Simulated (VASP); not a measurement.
# InSe (P1) in VASP: single point with r2SCAN

Aim: the single point of InSe with r2SCAN.

Program: VASP 6.6.1. These are calculated values, not measurements. Logs are shortened: lines on timing, memory, paths and dates and some standing lists are left out, and cuts for length are marked.

## Step 1: The cell of the first run

The typed cell holds 8 atoms: a = 6.247 Å, b = 6.247 Å, c = 9.425 Å, α = 109.15°, β = 109.15°, γ = 38.53°.

## Step 2: Single point, r2SCAN

File POSCAR:

```
InSe
1.0
    5.8972030000     -2.0612210000      0.0683470000
    5.8972030000      2.0612210000      0.0683470000
   -3.3769960000      0.0000000000      8.7987440000
In Se
4 4
Direct
    0.1061010221      0.1353366062      0.4824961906
    0.8944963665      0.8813609482      0.0207963182
    0.1146813475      0.1204963475      0.9883223458
    0.8962669905      0.8947266414      0.5206802196
    0.3347219924      0.3385512761      0.1778462690
    0.6519731133      0.6430696527      0.3151108513
    0.3593530807      0.3283467015      0.6623665586
    0.6575029755      0.6492224466      0.8244961142
```

File INCAR.step1:

```
PREC = Accurate
ENCUT = 520
ISMEAR = -1
SIGMA = 0.039
LREAL = F
LASPH = T
NELM = 80
NBANDS = 48
GGA = PE
ALGO = Normal
EDIFF = 1E-4
LWAVE = T
LCHARG = F
```

File INCAR.step2:

```
PREC = Accurate
ENCUT = 520
EDIFF = 1E-6
ISMEAR = -1
SIGMA = 0.039
LREAL = F
LASPH = T
NELM = 80
ALGO = Normal
ISIF = 2
LWAVE = F
LCHARG = F
METAGGA = R2SCAN
LMIXTAU = T
NBANDS = 48
ISTART = 1
```

File KPOINTS:

```
regular mesh
0
Gamma
  4 4 2
```

Potentials or basis: VASP PAW PBE potentials, release 64 (In_d, Se).

Command:

```console
$ cat potpaw_PBE.64/In_d/POTCAR potpaw_PBE.64/Se/POTCAR > POTCAR
$ cp INCAR.step1 INCAR
$ mpirun -np 1 vasp_std > vasp.out
$ cp INCAR.step2 INCAR
$ mpirun -np 1 vasp_std > vasp.out
```

OUTCAR:

```text
PREC = Accurate
   ENCUT = 520
   EDIFF = 1E-6
   ISMEAR = -1
   LREAL = F
   LASPH = T
   NELM = 80
   ISIF = 2
   METAGGA = R2SCAN
   ISTART = 1

 ion  position               nearest neighbor table
   1  0.106  0.135  0.482-   7 2.59   6 2.62   6 2.74   4 2.80   4 3.72   4 3.79
   2  0.894  0.881  0.021-   5 2.70   8 2.74   5 2.75   3 2.83   3 3.70   3 3.74
   3  0.115  0.120  0.988-   5 2.58   8 2.67   8 2.72   2 2.83   2 3.70   2 3.74
   4  0.896  0.895  0.521-   7 2.59   7 2.69   1 2.80   6 2.89   1 3.72   1 3.79
   5  0.335  0.339  0.178-   3 2.58   2 2.70   2 2.75
   6  0.652  0.643  0.315-   1 2.62   1 2.74   4 2.89
   7  0.359  0.328  0.662-   1 2.59   4 2.59   4 2.69
   8  0.658  0.649  0.824-   3 2.67   3 2.72   2 2.74

  LATTYP: Found a base centered monoclinic cell.
 ALAT       =    11.7951980968
 B/A-ratio  =     0.3495017181
 C/A-ratio  =     0.7990151792
 COS(beta)  =    -0.3474758642

  Lattice vectors:

 A1 = (   5.8972030000,  -2.0612210000,   0.0683470000)
 A2 = (   5.8972030000,   2.0612210000,   0.0683470000)
 A3 = (  -3.3769960000,   0.0000000000,   8.7987440000)

Analysis of symmetry for initial positions (statically):
=====================================================================
 Subroutine PRICEL returns:
 Original cell was already a primitive cell.

 Routine SETGRP: Setting up the symmetry group for a
 base centered monoclinic supercell.

 Subroutine GETGRP returns: Found  1 space group operations
 (whereof  1 operations were pure point group operations)
 out of a pool of  4 trial point group operations.

The static configuration has the point symmetry C_1 .

Analysis of symmetry for dynamics (positions and initial velocities):
=====================================================================
 Subroutine PRICEL returns:
 Original cell was already a primitive cell.

 Routine SETGRP: Setting up the symmetry group for a
 base centered monoclinic supercell.

 Subroutine GETGRP returns: Found  1 space group operations
 (whereof  1 operations were pure point group operations)
 out of a pool of  4 trial point group operations.

The dynamic configuration has the point symmetry C_1 .

 Subroutine INISYM returns: Found  1 space group operations
 (whereof  1 operations are pure point group operations),
 and found     1 'primitive' translations

----------------------------------------------------------------------------------------

                                     Primitive cell

  volume of cell :     214.8567

  direct lattice vectors                    reciprocal lattice vectors
     5.897203000 -2.061221000  0.068347000     0.084410483 -0.242574668  0.032397109
     5.897203000  2.061221000  0.068347000     0.084410483  0.242574668  0.032397109
    -3.376996000  0.000000000  8.798744000    -0.001311370  0.000000000  0.113149276

  length of vectors
     6.247423993  6.247423993  9.424542321     0.258876750  0.258876750  0.113156875

  position of ions in fractional coordinates (direct lattice)
     0.106101022  0.135336606  0.482496191
     0.894496367  0.881360948  0.020796318
     0.114681348  0.120496348  0.988322346
     0.896266991  0.894726641  0.520680220
     0.334721992  0.338551276  0.177846269
     0.651973113  0.643069653  0.315110851
     0.359353081  0.328346702  0.662366559
     0.657502976  0.649222447  0.824496114

  ion indices of the primitive-cell ions
   primitive index   ion index
                 1           1
                 2           2
                 3           3
                 4           4
                 5           5
                 6           6
                 7           7
                 8           8

----------------------------------------------------------------------------------------

 KPOINTS: regular mesh

Automatic generation of k-mesh.
 Grid dimensions read from file:
 generate k-points for:    4    4    2

 Generating k-lattice:

  Cartesian coordinates                     Fractional coordinates (reciprocal lattice)
     0.021102621 -0.060643667  0.008099277     0.250000000 -0.000000000  0.000000000
     0.021102621  0.060643667  0.008099277    -0.000000000  0.250000000  0.000000000
    -0.000655685  0.000000000  0.056574638     0.000000000  0.000000000  0.500000000

  Length of vectors
     0.064719188  0.064719188  0.056578437

  Shift w.r.t. Gamma in fractional coordinates (k-lattice)
     0.000000000  0.000000000  0.000000000

 Subroutine IBZKPT returns following result:
 ===========================================

 Found     20 irreducible k-points:

 Following reciprocal coordinates:
            Coordinates               Weight
  0.000000  0.000000  0.000000      1.000000
  0.250000 -0.000000  0.000000      2.000000
  0.000000 -0.250000  0.000000      2.000000
  0.500000 -0.000000  0.000000      1.000000
 -0.000000  0.500000  0.000000      1.000000
  0.250000  0.250000  0.000000      2.000000
[... 12 lines left out ...]
 -0.250000  0.250000  0.500000      2.000000
  0.500000  0.500000  0.500000      1.000000
   k-points           NKPTS =     20   k-points in BZ     NKDIM =     20   number of bands    NBANDS=     48
   number of dos      NEDOS =    301   number of ions     NIONS =      8
   total plane-waves  NPLWV = 161280
   dimension x,y,z NGX =    48 NGY =   48 NGZ =   70
   dimension x,y,z NGXF=    96 NGYF=   96 NGZF=  140
   ions per type =               4   4
   NGX,Y,Z   is equivalent  to a cutoff of  12.77, 12.77, 12.35 a.u.
   NGXF,Y,Z  is equivalent  to a cutoff of  25.55, 25.55, 24.70 a.u.
 SYSTEM =  unknown system
   PREC   = accura    normal or accurate (medium, high low for compatibility)
   ISTART =      1    job   : 0-new  1-cont  2-samecut
   ICHARG =      0    charge: 1-file 2-atom 10-const
   ISPIN  =      1    spin polarized calculation?
   LNONCOLLINEAR =      F non collinear calculations
   LSORBIT =      F    spin-orbit coupling
   LASPH  =      T    aspherical Exc in radial PAW
   ENCUT  =  520.0 eV  38.22 Ry    6.18 a.u.  11.62 11.62 17.52*2*pi/ulx,y,z
   NELM   =     80;   NELMIN=  2; NELMDL=  0     # of ELM steps
   EDIFF  = 0.1E-05   stopping-criterion for ELM
   LREAL  =      F    real-space projection
   EDIFFG = 0.1E-04   stopping-criterion for IOM
   NSW    =      0    number of steps for IOM
   IBRION =     -1    ionic relax: 0-MD 1-quasi-New 2-CG
   NFREE  =      0    steps in history (QN), initial steepest desc. (CG)
   ISIF   =      2    stress and relaxation
   ISYM   =      2    0-nonsym 1-usesym 2-fastsym
   POTIM  = 0.5000    time-step for ionic-motion
   TEBEG  =    0.0;   TEEND  =   0.0 temperature during run
   PSTRESS=    0.0 pullay stress
   NELECT =      76.0000    total number of electrons
   NUPDOWN=      -1.0000    fix difference up-down
   EMIN   =  10.00;   EMAX   =-10.00  energy-range for DOS
   EFERMI =   0.00;   METHOD = LEGACY
   ISMEAR =    -1;   SIGMA  =   0.04  broadening in eV -4-tet -1-fermi 0-gaus
   EFERMI_NEDOS =   21; number of points for ismear=-14 and -15
   IALGO  =     38    algorithm
   IMIX   =      4    mixing-type and parameters
     AMIX     =   0.40;   BMIX     =  1.00
     AMIX_MAG =   1.60;   BMIX_MAG =  1.00
  volume/ion in A,a.u.               =      26.86       181.24
  Fermi-wavevector in a.u.,A,eV,Ry     =   1.157790  2.187906 18.238302  1.340477
  Thomas-Fermi vector in A             =   2.294398
   LORBIT       =      0    0 simple, 1 ext, 2 COOP (PROOUT), +10 PAW based schemes
   METAGGA = R2SCAN    functional components
   LHFCALC =     F    Hartree Fock is set to
   AEXX    =    0.0000 exact exchange contribution
   IVDW    =     0    specifies the selected vdW correction
   LEPSILON=     F    determine dielectric tensor
   LRPA    =     F    only Hartree local field effects (RPA)
 non-spin polarized calculation
  energy-cutoff  :      520.00
  volume of cell :      214.86
 maximum number of plane-waves:      5808
 NGX is ok and might be reduce to    48
   NGX = 23   NGY = 23   NGZ = 35

 number of electron      76.0000000 magnetization

 Free energy of the ion-electron system (eV)
  ---------------------------------------------------
  ext. energy  EPLUGINS =         0.00000000
  ---------------------------------------------------
  free energy    TOTEN  =      -152.48193435 eV

  energy without entropy =     -152.48193435  energy(sigma->0) =     -152.48193435

 E-fermi :   4.9560     XC(G=0):  -9.9416

 val. band max:        4.1815363454   @ k =   0.0000   0.0000   0.0000
 cond. band min:       5.6942426471   @ k =   0.0000   0.0000   0.0000
 fundamental gap:      1.5127063016
 Fermi energy:         4.9559830566

 k-point     1 :       0.0000    0.0000    0.0000
  band No.  band energies     occupation
      1     -10.8029      2.00000
      2     -10.7536      2.00000
      3     -10.6278      2.00000
      4     -10.5765      2.00000
      5     -10.4678      2.00000
      6     -10.4281      2.00000
[... 40 lines left out ...]
     47      10.0997      0.00000
     48      10.4622      0.00000

 k-point     2 :       0.2500   -0.0000    0.0000
  band No.  band energies     occupation
      1     -10.8369      2.00000
      2     -10.7506      2.00000
      3     -10.6175      2.00000
      4     -10.5878      2.00000
      5     -10.5622      2.00000
      6     -10.5151      2.00000
[... 40 lines left out ...]
     47      10.5079      0.00000
     48      10.7059      0.00000

 k-point     3 :       0.0000   -0.2500    0.0000
  band No.  band energies     occupation
      1     -10.8288      2.00000
      2     -10.7423      2.00000
      3     -10.6195      2.00000
      4     -10.5846      2.00000
      5     -10.5573      2.00000
      6     -10.5228      2.00000
[... 856 lines left out ...]
     47      10.0997      0.00000
     48      10.2844      0.00000

 k-point    20 :       0.5000    0.5000    0.5000
  band No.  band energies     occupation
      1     -10.7865      2.00000
      2     -10.7288      2.00000
      3     -10.5563      2.00000
      4     -10.5067      2.00000
      5     -10.4986      2.00000
      6     -10.4605      2.00000
[... 40 lines left out ...]
     47       9.6285      0.00000
     48       9.7603      0.00000

------------------------ aborting loop because EDIFF is reached ----------------------------------------

  FORCE on cell =-STRESS in cart. coord.  units (eV):
  Direction    XX          YY          ZZ          XY          YZ          ZX
  --------------------------------------------------------------------------------------
  -------------------------------------------------------------------------------------
  Total        0.8694743      1.5281409      1.1099381      0.1239812     -0.2604559     -0.0806705
  in kB        6.4836334     11.3952834      8.2767622      0.9245224     -1.9422085     -0.6015565
  external PRESSURE =       8.7185597 kB  Pullay stress =       0.0000000 kB

 VOLUME and BASIS-vectors are now :
 -----------------------------------------------------------------------------
  energy-cutoff  :      520.00
  volume of cell :      214.86
      direct lattice vectors                 reciprocal lattice vectors
     5.897203000 -2.061221000  0.068347000     0.084410483 -0.242574668  0.032397109
     5.897203000  2.061221000  0.068347000     0.084410483  0.242574668  0.032397109
    -3.376996000  0.000000000  8.798744000    -0.001311370  0.000000000  0.113149276

 POSITION                                       TOTAL-FORCE (eV/Angst)
 -----------------------------------------------------------------------------------
     -0.20558      0.06026      4.26186        -0.463171     -0.340921     -0.361392
     10.40236     -0.02708      0.30436        -0.096087      0.119429     -0.045379
     -1.95067      0.01199      8.71207        -0.555292     -0.087903     -0.292526
      8.80352     -0.00317      4.70374        -0.047761     -0.317970     -0.693936
      3.36984      0.00789      1.61084         0.495831     -0.170670      0.108727
      6.57300     -0.01835      2.86109         0.506814      0.297969      0.461313
      1.81870     -0.06391      5.87500        -0.109540      0.416975      0.681858
      4.92170     -0.01707      7.34384         0.269205      0.083091      0.141335
 -----------------------------------------------------------------------------------
    total drift:                                0.006706     -0.000006      0.001996

  FREE ENERGIE OF THE ION-ELECTRON SYSTEM (eV)
  ---------------------------------------------------
  free  energy   TOTEN  =      -152.4819343514 eV

  energy  without entropy=     -152.4819343507  energy(sigma->0) =     -152.48193435
```

It took 22 min on 1 thread of AMD EPYC 9R45 (Zen 5), shared host; peak memory 0.49 GiB.

What came out:

| Item | Value |
| --- | --- |
| Free energy | -152.4819 eV |
| Pressure | 0.9 GPa |
| Largest force | 0.807 eV/Å |
| Band gap on the k mesh | 1.51 eV |

Forces on the atoms (eV/Å):
```
In  -0.463 -0.341 -0.361
In  -0.096  0.119 -0.045
In  -0.555 -0.088 -0.293
In  -0.048 -0.318 -0.694
Se   0.496 -0.171  0.109
Se   0.507  0.298  0.461
Se  -0.110  0.417  0.682
Se   0.269  0.083  0.141
```

Stress tensor (GPa, compression positive):
```
 0.65  0.09 -0.06
 0.09  1.14 -0.19
-0.06 -0.19  0.83
```

Caveat: the atoms stand as in a frame of molecular dynamics; the PAW data sets were made with another functional, which shifts forces and pressure a little; spin-orbit coupling is left out, which moves the levels of the heavy elements.
